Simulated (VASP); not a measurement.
# Te in VASP: a series of runs, part 2 of 2

VASP 6.6.1. The steps go on from the part before.

### 5 Single point, PBE

INCAR reads:

```
PREC = Accurate
ENCUT = 520
EDIFF = 1E-7
ISMEAR = 0
SIGMA = 0.1
LREAL = F
LASPH = T
NELM = 100
ALGO = Normal
ISIF = 2
LWAVE = F
LCHARG = F
LDIPOL = T
IDIPOL = 3
DIPOL = 0.5 0.5 0.294
GGA = PE
NBANDS = 16
```

KPOINTS reads:

```
regular mesh
0
Gamma
  12 12 1
```

POSCAR reads:

```
Te
1.0
    6.0447729733      0.0000000000      0.0000000000
   -3.0223864866      5.2349269550      0.0000000000
    0.0000000000      0.0000000000     23.8000000000
Te
3
Direct
    0.5000000000      0.0000000000      0.2941176471
    0.0000000000      0.5000000000      0.2941176471
    0.5000000000      0.5000000000      0.2941176471
```

Potentials or basis: VASP PAW PBE potentials, release 64 (Te).

Launch:

```console
$ cat potpaw_PBE.64/Te/POTCAR > POTCAR
$ mpirun -np 1 vasp_std > vasp.out
```

OUTCAR:

```text
PREC = Accurate
   ENCUT = 520
   EDIFF = 1E-7
   ISMEAR = 0
   LREAL = F
   LASPH = T
   NELM = 100
   ISIF = 2
   GGA = PE

 ion  position               nearest neighbor table
   1  0.500  0.000  0.294-   3 3.02   3 3.02   2 3.02   2 3.02
   2  0.000  0.500  0.294-   3 3.02   3 3.02   1 3.02   1 3.02
   3  0.500  0.500  0.294-   1 3.02   1 3.02   2 3.02   2 3.02

  LATTYP: Found a hexagonal cell.
 ALAT       =     6.0447729733
 C/A-ratio  =     3.9372859998

  Lattice vectors:

 A1 = (   6.0447729733,   0.0000000000,   0.0000000000)
 A2 = (  -3.0223864866,   5.2349269550,   0.0000000000)
 A3 = (   0.0000000000,   0.0000000000,  23.8000000000)

Analysis of symmetry for initial positions (statically):
=====================================================================
 Subroutine PRICEL returns:
 Original cell was already a primitive cell.

 Routine SETGRP: Setting up the symmetry group for a
 hexagonal supercell.

 Subroutine GETGRP returns: Found 24 space group operations
 (whereof 12 operations were pure point group operations)
 out of a pool of 24 trial point group operations.

The static configuration has the point symmetry C_6v.
 The point group associated with its full space group is D_6h.

Analysis of symmetry for dynamics (positions and initial velocities):
=====================================================================
 Subroutine PRICEL returns:
 Original cell was already a primitive cell.

 Routine SETGRP: Setting up the symmetry group for a
 hexagonal supercell.

 Subroutine GETGRP returns: Found 24 space group operations
 (whereof 12 operations were pure point group operations)
 out of a pool of 24 trial point group operations.

The dynamic configuration has the point symmetry C_6v.
 The point group associated with its full space group is D_6h.

 Subroutine INISYM returns: Found 24 space group operations
 (whereof 12 operations are pure point group operations),
 and found     1 'primitive' translations

----------------------------------------------------------------------------------------

                                     Primitive cell

  volume of cell :     753.1259

  direct lattice vectors                    reciprocal lattice vectors
     6.044772973  0.000000000  0.000000000     0.165432185  0.095512316  0.000000000
    -3.022386487  5.234926955  0.000000000     0.000000000  0.191024633  0.000000000
     0.000000000  0.000000000 23.800000000     0.000000000  0.000000000  0.042016807

  length of vectors
     6.044772973  6.044772973 23.800000000     0.191024633  0.191024633  0.042016807

  position of ions in fractional coordinates (direct lattice)
     0.500000000  0.000000000  0.294117647
     0.000000000  0.500000000  0.294117647
     0.500000000  0.500000000  0.294117647

  ion indices of the primitive-cell ions
   primitive index   ion index
                 1           1
                 2           2
                 3           3

----------------------------------------------------------------------------------------

 KPOINTS: regular mesh

[... 25 lines left out ...]
  0.083333 -0.000000  0.000000      6.000000
  0.166667 -0.000000  0.000000      6.000000
  0.250000 -0.000000  0.000000      6.000000
  0.333333  0.000000  0.000000      6.000000
  0.416667  0.000000  0.000000      6.000000
[... 11 lines left out ...]
  0.333333  0.250000  0.000000     12.000000
  0.333333  0.333333  0.000000      2.000000
   k-points           NKPTS =     19   k-points in BZ     NKDIM =     19   number of bands    NBANDS=     16
   number of dos      NEDOS =    301   number of ions     NIONS =      3
   total plane-waves  NPLWV = 414720
   dimension x,y,z NGX =    48 NGY =   48 NGZ =  180
   dimension x,y,z NGXF=    96 NGYF=   96 NGZF=  360
   ions per type =               3
   NGX,Y,Z   is equivalent  to a cutoff of  13.20, 13.20, 12.57 a.u.
   NGXF,Y,Z  is equivalent  to a cutoff of  26.40, 26.40, 25.15 a.u.
 SYSTEM =  unknown system
   PREC   = accura    normal or accurate (medium, high low for compatibility)
   ISTART =      0    job   : 0-new  1-cont  2-samecut
   ICHARG =      2    charge: 1-file 2-atom 10-const
   ISPIN  =      1    spin polarized calculation?
   LNONCOLLINEAR =      F non collinear calculations
   LSORBIT =      F    spin-orbit coupling
   LASPH  =      T    aspherical Exc in radial PAW
   ENCUT  =  520.0 eV  38.22 Ry    6.18 a.u.  11.24 11.24 44.25*2*pi/ulx,y,z
   NELM   =    100;   NELMIN=  2; NELMDL= -5     # of ELM steps
   EDIFF  = 0.1E-06   stopping-criterion for ELM
   LREAL  =      F    real-space projection
   EDIFFG = 0.1E-05   stopping-criterion for IOM
   NSW    =      0    number of steps for IOM
   IBRION =     -1    ionic relax: 0-MD 1-quasi-New 2-CG
   NFREE  =      0    steps in history (QN), initial steepest desc. (CG)
   ISIF   =      2    stress and relaxation
   ISYM   =      2    0-nonsym 1-usesym 2-fastsym
   POTIM  = 0.5000    time-step for ionic-motion
   TEBEG  =    0.0;   TEEND  =   0.0 temperature during run
   PSTRESS=    0.0 pullay stress
   NELECT =      18.0000    total number of electrons
   NUPDOWN=      -1.0000    fix difference up-down
   EMIN   =  10.00;   EMAX   =-10.00  energy-range for DOS
   EFERMI =   0.00;   METHOD = LEGACY
   ISMEAR =     0;   SIGMA  =   0.10  broadening in eV -4-tet -1-fermi 0-gaus
   EFERMI_NEDOS =   21; number of points for ismear=-14 and -15
   IALGO  =     38    algorithm
   IMIX   =      4    mixing-type and parameters
     AMIX     =   0.40;   BMIX     =  1.00
     AMIX_MAG =   1.60;   BMIX_MAG =  1.00
  volume/ion in A,a.u.               =     251.04      1694.11
  Fermi-wavevector in a.u.,A,eV,Ry     =   0.471567  0.891132  3.025598  0.222375
  Thomas-Fermi vector in A             =   1.464284
   LORBIT       =      0    0 simple, 1 ext, 2 COOP (PROOUT), +10 PAW based schemes
   GGA     = PE    functional components
   LHFCALC =     F    Hartree Fock is set to
   AEXX    =    0.0000 exact exchange contribution
   IVDW    =     0    specifies the selected vdW correction
   LEPSILON=     F    determine dielectric tensor
   LRPA    =     F    only Hartree local field effects (RPA)
 non-spin polarized calculation
 Gauss-broadening in eV      SIGMA  =   0.10
  energy-cutoff  :      520.00
  volume of cell :      753.13
 maximum number of plane-waves:     20313
 NGX is ok and might be reduce to    48
   NGX = 23   NGY = 23   NGZ = 89

 number of electron      18.0000001 magnetization

 dipolmoment           0.000000      0.000000     -0.000001 electrons x Angstroem

 Free energy of the ion-electron system (eV)
  ---------------------------------------------------
  ext. energy  EPLUGINS =         0.00000000
  ---------------------------------------------------
  free energy    TOTEN  =        -8.15449588 eV

  energy without entropy =       -8.08451575  energy(sigma->0) =       -8.11950582

 E-fermi :  -3.8037     XC(G=0):  -1.7060

 val. band max:       -3.8065123262   @ k =   0.4167   0.0000   0.0000
 cond. band min:      -3.7968266088   @ k =   0.0833  -0.0000   0.0000
 fundamental gap:      0.0096857173
 Fermi energy:        -3.8037396011

 k-point     1 :       0.0000    0.0000    0.0000
  band No.  band energies     occupation
      1     -16.5227      2.00000
      2     -13.0642      2.00000
      3     -13.0642      2.00000
      4      -9.8075      2.00000
      5      -7.2523      2.00000
      6      -7.2523      2.00000
[... 338 lines left out ...]
      3     -13.3468      2.00000
      4      -6.7146      2.00000
      5      -6.7146      2.00000
      6      -5.9904      2.00000
[... 8 lines left out ...]
     15       1.9603      0.00000
     16       2.2354      0.00000

------------------------ aborting loop because EDIFF is reached ----------------------------------------

 vacuum level on the upper side and lower side of the slab       (xc-potential included)        -0.057        -0.057

  FORCE on cell =-STRESS in cart. coord.  units (eV):
  Direction    XX          YY          ZZ          XY          YZ          ZX
  --------------------------------------------------------------------------------------
  -------------------------------------------------------------------------------------
  Total        0.4202999      0.4202999     -0.0020847      0.0000000      0.0000000     -0.0000000
  in kB        0.8941334      0.8941334     -0.0044349      0.0000000      0.0000000     -0.0000000
  external PRESSURE =       0.5946107 kB  Pullay stress =       0.0000000 kB

 VOLUME and BASIS-vectors are now :
 -----------------------------------------------------------------------------
  energy-cutoff  :      520.00
  volume of cell :      753.13
      direct lattice vectors                 reciprocal lattice vectors
     6.044772973  0.000000000  0.000000000     0.165432185  0.095512316  0.000000000
    -3.022386487  5.234926955  0.000000000     0.000000000  0.191024633  0.000000000
     0.000000000  0.000000000 23.800000000     0.000000000  0.000000000  0.042016807

 POSITION                                       TOTAL-FORCE (eV/Angst)
 -----------------------------------------------------------------------------------
      3.02239      0.00000      7.00000        -0.000000     -0.000000     -0.000000
     -1.51119      2.61746      7.00000        -0.000000     -0.000000     -0.000000
      1.51119      2.61746      7.00000         0.000000      0.000000      0.000000
 -----------------------------------------------------------------------------------
    total drift:                                0.000000      0.000000      0.000002

  FREE ENERGIE OF THE ION-ELECTRON SYSTEM (eV)
  ---------------------------------------------------
  free  energy   TOTEN  =        -8.1544958760 eV

  energy  without entropy=       -8.0845157546  energy(sigma->0) =       -8.11950582

 vacuum level on the upper side and lower side of the slab         1.400         1.401
```

OSZICAR:

```text
N       E                     dE             d eps       ncg     rms          rms(c)
DAV:   1     0.123386160562E+03    0.12339E+03   -0.42392E+03   608   0.680E+02
DAV:   2     0.813359675086E+01   -0.11525E+03   -0.10825E+03  1096   0.108E+02
DAV:   3    -0.763461904682E+01   -0.15768E+02   -0.15522E+02   744   0.525E+01
[... 12 lines left out ...]
DAV:  16    -0.815449417505E+01   -0.35831E-05   -0.16067E-07   664   0.104E-03    0.459E-04
DAV:  17    -0.815449539536E+01   -0.12203E-05   -0.34657E-08   504   0.509E-04    0.502E-04
DAV:  18    -0.815449570317E+01   -0.30782E-06    0.50909E-10   544   0.246E-04    0.228E-04
DAV:  19    -0.815449581383E+01   -0.11066E-06    0.85011E-09   568   0.101E-04    0.164E-04
DAV:  20    -0.815449587599E+01   -0.62154E-07    0.93645E-09   520   0.717E-05
   1 F= -.81544959E+01 E0= -.81195058E+01  d E =-.699801E-01
```

stdout:

```text
POSCAR found type information on POSCAR Te
 POSCAR found :  1 types and       3 ions
 scaLAPACK will be used
 LDA part: xc-table for (Slater+PW92), standard interpolation
 POSCAR, INCAR and KPOINTS ok, starting setup
 FFT: planning ... GRIDC
 FFT: planning ... GRID_SOFT
 FFT: planning ... GRID
 WAVECAR not read
 entering main loop
```

Wall time 5.2 min (1 thread of Intel Xeon Platinum 8488C (Sapphire Rapids), shared host); peak memory 0.82 GiB.

Results:

* Free energy: -8.1545 eV
* Band gap on the k mesh: zero (band 9 reaches -3.71 eV, above the bottom of band 10 at -4.62 eV)

Caveat: spin-orbit coupling is left out, which moves the levels of the heavy elements.

### 6 The runs side by side

```csv
cell,k mesh,smearing,gap on the mesh (eV),work function (eV)
"a = 6.045, b = 6.045, c = 23.800 Å, angles 90.0, 90.0, 120.0°, 3 atoms",6 × 6 × 1,gaussian 0.02 eV,none,-
"a = 5.942, b = 5.942, c = 23.800 Å, angles 90.0, 90.0, 120.0°, 3 atoms",6 × 6 × 1,gaussian 0.02 eV,none,5.17
"a = 6.072, b = 6.072, c = 23.800 Å, angles 90.0, 90.0, 120.0°, 3 atoms",12 × 12 × 1,gaussian 0.1 eV,none,5.27
"a = 6.045, b = 6.045, c = 23.800 Å, angles 90.0, 90.0, 120.0°, 3 atoms",12 × 12 × 1,gaussian 0.1 eV,none,-
```

Alike in all rows: task single point; level PBE; potentials or basis VASP PAW PBE potentials, release 64 (Te); no spin polarisation; cutoff (eV) 520.

Caveats: spin-orbit coupling is left out, which moves the levels of the heavy elements.

Absolute energies hang on the potentials; compare differences alone.
